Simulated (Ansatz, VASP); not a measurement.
**Al4Co in VASP and in Ansatz**

```
CELL_PARAMETERS angstrom
3.64475 2.10430 3.36618
-3.64475 2.10430 3.36618
0.00000 -4.20860 3.36618
ATOMIC_POSITIONS crystal
Al 0.25000 0.25000 0.25000
Al 0.75000 0.75000 0.75000
Al 0.63395 0.86605 0.25000
Al 0.25000 0.63395 0.86605
Al 0.86605 0.25000 0.63395
Al 0.36605 0.13395 0.75000
Al 0.75000 0.36605 0.13395
Al 0.13395 0.75000 0.36605
Co 0.00000 0.00000 0.00000
Co 0.50000 0.50000 0.50000
```

Alike in both runs: task single point; functional r2SCAN; k mesh 6 × 6 × 6; occupations gaussian, width 0.1 eV; no spin polarisation.

|  | VASP | Ansatz |
| --- | --- | --- |
| version | VASP 6.6.1 | Ansatz 0.2.0 |
| potentials or method | VASP PAW PBE potentials, release 64 (Al, Co), cutoff 520 eV | scalar-relativistic, plane waves, PAW |
| valence electrons in the cell | 42 | 58 |

Ansatz gave:

```
gap on the k mesh at the Fermi level (eV)                     : none
pressure (GPa)                                                : -2.8
traceless stress, the component that is largest in VASP (GPa) : 0.11
rms of the force components (eV/Å)                            : 0.021
```

**Question.** What did VASP give for the same quantities?

**Answer.** gap on the k mesh at the Fermi level (eV): none; pressure (GPa): -3.2; traceless stress, the component that is largest in VASP (GPa): 0.17; rms of the force components (eV/Å): 0.021.

VASP's potentials were made for PBE, not for r2SCAN. Atom by atom the forces differ by 0.001 eV/Å (rms over components). A gap of «none» marks a metal or a gap that the smearing closes. VASP's potentials hold 42 valence electrons a cell and Ansatz's 58, so a difference there can come from the potentials and not from the codes.
